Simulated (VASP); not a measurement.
# InSe (P1) in VASP: electric field gradients with PBE

Aim: the electric field gradients of InSe with PBE.

Everything below comes from runs of VASP 6.6.1. Logs are shortened: lines on timing, memory, paths and dates and some standing lists are left out, and cuts for length are marked.

### Step 1. The cell of the first run

The typed cell holds 4 atoms: a = 8.534 Å, b = 8.665 Å, c = 8.699 Å, α = 26.99°, β = 26.47°, γ = 26.89°.

### Step 2. Electric field gradients, PBE (equal xy, yz and zx shear strains of -3 %)

Input file INCAR:

```
SYSTEM = InSe
PREC     = Accurate       ! precision mode
ENCUT    = 520            ! plane-wave cutoff, eV
EDIFF    = 1E-8           ! SCF threshold, eV
ISMEAR   = -1             ! smearing method
SIGMA    = 0.01           ! smearing width, eV
LREAL    = .FALSE.        ! projectors in reciprocal space
LASPH    = .TRUE.         ! aspherical terms in the spheres
NELM     = 100            ! most SCF steps
ALGO     = Normal         ! electronic algorithm
ISIF     = 2              ! what is computed and relaxed
LWAVE    = .FALSE.        ! write WAVECAR
LCHARG   = .FALSE.        ! write CHGCAR
GGA      = PE             ! functional
LEFG     = .TRUE.       
NBANDS   = 27             ! bands
```

Input file KPOINTS:

```
Automatic mesh
0
G
  7 7 7
  0 0 0
```

Input file POSCAR:

```
InSe
1.0
    1.8579290952      0.9999502918      8.2693495002
   -2.1420702054      1.0599502812      8.3293494897
   -0.0901090399     -2.4341507230      8.3513110101
In Se
2 2
Direct
    0.0000000000      0.0000000000      0.0000000000
    0.1122000000      0.1122000000      0.1122000000
    0.6155000000      0.6155000000      0.6155000000
    0.8300000000      0.8300000000      0.8300000000
```

Potentials or basis: VASP PAW PBE potentials, release 64 (In_d, Se).

On the command line:

```
> cat potpaw_PBE.64/In_d/POTCAR potpaw_PBE.64/Se/POTCAR > POTCAR
> mpirun -np 1 vasp_std > vasp.out
```

OUTCAR:

```text
SYSTEM = InSe
   PREC = Accurate
   ENCUT = 520
   EDIFF = 1E-8
   ISMEAR = -1
   LREAL = .FALSE.
   LASPH = .TRUE.
   NELM = 100
   ISIF = 2
   GGA = PE

 ion  position               nearest neighbor table
   1  0.000  0.000  0.000-   3 2.61   3 2.65   3 2.66   2 2.80
   2  0.112  0.112  0.112-   4 2.57   4 2.67   4 2.68   1 2.80
   3  0.615  0.615  0.615-   1 2.61   1 2.65   1 2.66
   4  0.830  0.830  0.830-   2 2.57   2 2.67   2 2.68

  LATTYP: Found a triclinic cell.
 ALAT       =     4.0008991992
 B/A-ratio  =     1.0128051678
 C/A-ratio  =     2.1330905863
 COS(alpha) =     0.0144606486
 COS(beta)  =     0.2013647190
 COS(gamma) =     0.5191268021

  Lattice vectors:

 A1 = (  -3.9999993006,   0.0599999894,   0.0599999895)
 A2 = (  -2.0519611655,   3.4941010042,  -0.0219615204)
 A3 = (  -1.8579290952,  -0.9999502918,  -8.2693495002)

Analysis of symmetry for initial positions (statically):
=====================================================================
 Subroutine PRICEL returns:
 Original cell was already a primitive cell.

 Routine SETGRP: Setting up the symmetry group for a
 triclinic supercell.

 Subroutine GETGRP returns: Found  1 space group operations
 (whereof  1 operations were pure point group operations)
 out of a pool of  2 trial point group operations.

The static configuration has the point symmetry C_1 .

Analysis of symmetry for dynamics (positions and initial velocities):
=====================================================================
 Subroutine PRICEL returns:
 Original cell was already a primitive cell.

 Routine SETGRP: Setting up the symmetry group for a
 triclinic supercell.

 Subroutine GETGRP returns: Found  1 space group operations
 (whereof  1 operations were pure point group operations)
 out of a pool of  2 trial point group operations.

The dynamic configuration has the point symmetry C_1 .

 Subroutine INISYM returns: Found  1 space group operations
 (whereof  1 operations are pure point group operations),
 and found     1 'primitive' translations

----------------------------------------------------------------------------------------

                                     Primitive cell

  volume of cell :     115.1606

  direct lattice vectors                    reciprocal lattice vectors
     1.857929095  0.999950292  8.269349500     0.252923985  0.148823048  0.046106350
    -2.142070205  1.059950281  8.329349490    -0.247304634  0.141205353  0.038488655
    -0.090109040 -2.434150723  8.351311010    -0.003787442 -0.288196491  0.035700385

  length of vectors
     8.534280419  8.665449918  8.699287613     0.297059989  0.287367204  0.290423965

  position of ions in fractional coordinates (direct lattice)
     0.000000000  0.000000000  0.000000000
     0.112200000  0.112200000  0.112200000
     0.615500000  0.615500000  0.615500000
     0.830000000  0.830000000  0.830000000

  ion indices of the primitive-cell ions
   primitive index   ion index
                 1           1
                 2           2
                 3           3
                 4           4

----------------------------------------------------------------------------------------

 KPOINTS: Automatic mesh

Automatic generation of k-mesh.
 Grid dimensions read from file:
 generate k-points for:    7    7    7

 Generating k-lattice:

  Cartesian coordinates                     Fractional coordinates (reciprocal lattice)
     0.036131998  0.021260435  0.006586621     0.142857143  0.000000000  0.000000000
    -0.035329233  0.020172193  0.005498379     0.000000000  0.142857143 -0.000000000
    -0.000541063 -0.041170927  0.005100055     0.000000000  0.000000000  0.142857143

  Length of vectors
     0.042437141  0.041052458  0.041489138

  Shift w.r.t. Gamma in fractional coordinates (k-lattice)
     0.000000000  0.000000000  0.000000000

 Subroutine IBZKPT returns following result:
 ===========================================

 Found    172 irreducible k-points:

 Following reciprocal coordinates:
            Coordinates               Weight
  0.000000  0.000000  0.000000      1.000000
  0.142857  0.000000  0.000000      2.000000
  0.285714 -0.000000  0.000000      2.000000
  0.428571 -0.000000  0.000000      2.000000
  0.000000  0.142857  0.000000      2.000000
  0.142857  0.142857  0.000000      2.000000
[... 16 lines left out ...]
 -0.428571  0.428571 -0.000000      2.000000
 -0.285714  0.428571 -0.000000      2.000000
 [... further k-points ...]
   k-points           NKPTS =    172   k-points in BZ     NKDIM =    172   number of bands    NBANDS=     27
   number of dos      NEDOS =    301   number of ions     NIONS =      4
   total plane-waves  NPLWV = 286720
   dimension x,y,z NGX =    64 NGY =   64 NGZ =   70
   dimension x,y,z NGXF=   128 NGYF=  128 NGZF=  140
   ions per type =               2   2
   NGX,Y,Z   is equivalent  to a cutoff of  12.47, 12.28, 13.38 a.u.
   NGXF,Y,Z  is equivalent  to a cutoff of  24.93, 24.56, 26.75 a.u.
 SYSTEM =  InSe
   PREC   = accura    normal or accurate (medium, high low for compatibility)
   ISTART =      0    job   : 0-new  1-cont  2-samecut
   ICHARG =      2    charge: 1-file 2-atom 10-const
   ISPIN  =      1    spin polarized calculation?
   LNONCOLLINEAR =      F non collinear calculations
   LSORBIT =      F    spin-orbit coupling
   LASPH  =      T    aspherical Exc in radial PAW
   ENCUT  =  520.0 eV  38.22 Ry    6.18 a.u.  15.87 16.11 16.17*2*pi/ulx,y,z
   NELM   =    100;   NELMIN=  2; NELMDL= -5     # of ELM steps
   EDIFF  = 0.1E-07   stopping-criterion for ELM
   LREAL  =      F    real-space projection
   EDIFFG = 0.1E-06   stopping-criterion for IOM
   NSW    =      0    number of steps for IOM
   IBRION =     -1    ionic relax: 0-MD 1-quasi-New 2-CG
   NFREE  =      0    steps in history (QN), initial steepest desc. (CG)
   ISIF   =      2    stress and relaxation
   ISYM   =      2    0-nonsym 1-usesym 2-fastsym
   POTIM  = 0.5000    time-step for ionic-motion
   TEBEG  =    0.0;   TEEND  =   0.0 temperature during run
   PSTRESS=    0.0 pullay stress
   NELECT =      38.0000    total number of electrons
   NUPDOWN=      -1.0000    fix difference up-down
   EMIN   =  10.00;   EMAX   =-10.00  energy-range for DOS
   EFERMI =   0.00;   METHOD = LEGACY
   ISMEAR =    -1;   SIGMA  =   0.01  broadening in eV -4-tet -1-fermi 0-gaus
   EFERMI_NEDOS =   21; number of points for ismear=-14 and -15
   IALGO  =     38    algorithm
   IMIX   =      4    mixing-type and parameters
     AMIX     =   0.40;   BMIX     =  1.00
     AMIX_MAG =   1.60;   BMIX_MAG =  1.00
  volume/ion in A,a.u.               =      28.79       194.29
  Fermi-wavevector in a.u.,A,eV,Ry     =   1.131275  2.137799 17.412500  1.279783
  Thomas-Fermi vector in A             =   2.267973
   LORBIT       =      0    0 simple, 1 ext, 2 COOP (PROOUT), +10 PAW based schemes
   GGA     = PE    functional components
   LHFCALC =     F    Hartree Fock is set to
   AEXX    =    0.0000 exact exchange contribution
   IVDW    =     0    specifies the selected vdW correction
   LEPSILON=     F    determine dielectric tensor
   LRPA    =     F    only Hartree local field effects (RPA)
 non-spin polarized calculation
  energy-cutoff  :      520.00
  volume of cell :      115.16
 maximum number of plane-waves:      3126
   NGX = 31   NGY = 33   NGZ = 33

 number of electron      38.0000001 magnetization

 Free energy of the ion-electron system (eV)
  ---------------------------------------------------
  ext. energy  EPLUGINS =         0.00000000
  ---------------------------------------------------
  free energy    TOTEN  =       -14.08255436 eV

  energy without entropy =      -14.08255436  energy(sigma->0) =      -14.08255436

 E-fermi :   4.3334     XC(G=0):  -8.9895

 val. band max:        4.1454575022   @ k =  -0.4286   0.4286   0.4286
 cond. band min:       4.8476379916   @ k =   0.4286   0.4286   0.4286
 fundamental gap:      0.7021804894
 Fermi energy:         4.3333632464

 k-point     1 :       0.0000    0.0000    0.0000
  band No.  band energies     occupation
      1     -10.5577      2.00000
      2     -10.3824      2.00000
      3     -10.3773      2.00000
      4     -10.3016      2.00000
      5     -10.2984      2.00000
      6     -10.2816      2.00000
[... 19 lines left out ...]
     26       9.8943      0.00000
     27      11.8767      0.00000

 k-point     2 :       0.1429    0.0000    0.0000
  band No.  band energies     occupation
      1     -10.5645      2.00000
      2     -10.4560      2.00000
      3     -10.3830      2.00000
      4     -10.3690      2.00000
      5     -10.2867      2.00000
      6     -10.2836      2.00000
[... 19 lines left out ...]
     26      10.0848      0.00000
     27      11.3689      0.00000

 k-point     3 :       0.2857   -0.0000    0.0000
  band No.  band energies     occupation
      1     -10.6395      2.00000
      2     -10.5303      2.00000
      3     -10.4840      2.00000
      4     -10.3682      2.00000
      5     -10.3001      2.00000
      6     -10.2499      2.00000
[... 594 lines left out ...]
      1     -10.7040      2.00000
      2     -10.6225      2.00000
      3     -10.4869      2.00000
      4     -10.3802      2.00000
      5     -10.2995      2.00000
      6     -10.2305      2.00000
[... 19 lines left out ...]
     26      11.8323      0.00000
     27      12.2883      0.00000

 k-point    24 :      -0.2857    0.4286   -0.0000
  band No.  band energies     occupation
      1     -10.7019      2.00000
      2     -10.6160      2.00000
      3     -10.4877      2.00000
      4     -10.3906      2.00000
      5     -10.2819      2.00000
      6     -10.2442      2.00000
[... 19 lines left out ...]
     26      11.1467      0.00000
     27      11.7112      0.00000

 [... further k-points ...]

------------------------ aborting loop because EDIFF is reached ----------------------------------------

  FORCE on cell =-STRESS in cart. coord.  units (eV):
  Direction    XX          YY          ZZ          XY          YZ          ZX
  --------------------------------------------------------------------------------------
  -------------------------------------------------------------------------------------
  Total        2.4425623      2.3689946      1.8577466      0.8075754      0.8493402      0.8916386
  in kB       33.9822776     32.9587635     25.8459974     11.2354355     11.8164904     12.4049695
  external PRESSURE =      30.9290128 kB  Pullay stress =       0.0000000 kB

 VOLUME and BASIS-vectors are now :
 -----------------------------------------------------------------------------
  energy-cutoff  :      520.00
  volume of cell :      115.16
      direct lattice vectors                 reciprocal lattice vectors
     1.857929095  0.999950292  8.269349500     0.252923985  0.148823048  0.046106350
    -2.142070205  1.059950281  8.329349490    -0.247304634  0.141205353  0.038488655
    -0.090109040 -2.434150723  8.351311010    -0.003787442 -0.288196491  0.035700385

 POSITION                                       TOTAL-FORCE (eV/Angst)
 -----------------------------------------------------------------------------------
      0.00000      0.00000      0.00000         0.021591      0.190746      0.236729
     -0.04199     -0.04199      2.79939        -0.369537     -0.200882     -0.273006
     -0.23035     -0.23035     15.35673        -0.060580     -0.239481     -0.184703
     -0.31063     -0.31063     20.70851         0.408527      0.249617      0.220980
 -----------------------------------------------------------------------------------
    total drift:                               -0.000045     -0.000180     -0.000241

  FREE ENERGIE OF THE ION-ELECTRON SYSTEM (eV)
  ---------------------------------------------------
  free  energy   TOTEN  =       -14.0825543601 eV

  energy  without entropy=      -14.0825543601  energy(sigma->0) =      -14.08255436

 Electric field gradients (V/A^2)
---------------------------------------------------------------------
 ion       V_xx      V_yy      V_zz      V_xy      V_xz      V_yz
---------------------------------------------------------------------
   1      67.599    36.603  -104.202     7.526     7.801    -9.427
   2      36.205    68.407  -104.612   -24.696   -28.254   -10.547
   3      27.563    30.468   -58.031   -12.179   -10.809    -6.321
   4      33.709    28.778   -62.487    -8.180    -1.306    -5.998
---------------------------------------------------------------------

 Electric field gradients after diagonalization (V/A^2)
 (convention: |V_zz| > |V_xx| > |V_yy|)
----------------------------------------------------------------------
 ion       V_xx      V_yy      V_zz     asymmetry (V_yy - V_xx)/ V_zz
----------------------------------------------------------------------
   1      69.507    35.722  -105.229       0.321
   2      81.889    29.462  -111.351       0.471
   3      41.345    18.708   -60.054       0.377
   4      39.851    23.064   -62.915       0.267
----------------------------------------------------------------------

           NMR quadrupolar parameters

 Cq : quadrupolar parameter    Cq=e*Q*V_zz/h
 eta: asymmetry parameters     (V_yy - V_xx)/ V_zz
 Q  : nuclear electric quadrupole moment in mb (millibarn)
----------------------------------------------------------------------
 ion       Cq(MHz)       eta       Q (mb)
----------------------------------------------------------------------
   1      -0.254       0.321       1.000
   2      -0.269       0.471       1.000
   3      -0.145       0.377       1.000
   4      -0.152       0.267       1.000
----------------------------------------------------------------------
```

Wall time 36 min (1 thread of Intel Xeon Platinum 8375C at 2.90GHz (Ice Lake), shared host); peak memory 0.89 GiB.

Results:

- Free energy: -14.0826 eV
- Pressure: 3.1 GPa
- Largest force: 0.527 eV/Å
- Band gap on the k mesh: 0.70 eV (least direct gap 0.73 eV)
- Largest electric field gradient by atom: In -105.2, -111.4; Se -60.1, -62.9 V/Å²

Forces in eV/Å, atoms in the order of the input:
```
In   0.022  0.191  0.237
In  -0.370 -0.201 -0.273
Se  -0.061 -0.239 -0.185
Se   0.409  0.250  0.221
```

Electric field gradients, principal values (V/Å²):
| atom | least | middle | greatest (by size) |
| --- | --- | --- | --- |
| 1 In | 35.722 | 69.507 | -105.229 |
| 2 In | 29.462 | 81.889 | -111.351 |
| 3 Se | 18.708 | 41.345 | -60.054 |
| 4 Se | 23.064 | 39.851 | -62.915 |

Caveat: the cell differs from its parent crystal (equal xy, yz and zx shear strains of -3 %); the cell stands under pressure; without QUAD_EFG the Cq values of the log hold for a quadrupole moment of 1 mb, not for the nuclei; spin-orbit coupling is left out, which moves the levels of the heavy elements; an odd mesh through Γ misses points on the zone boundary, where band edges can lie.
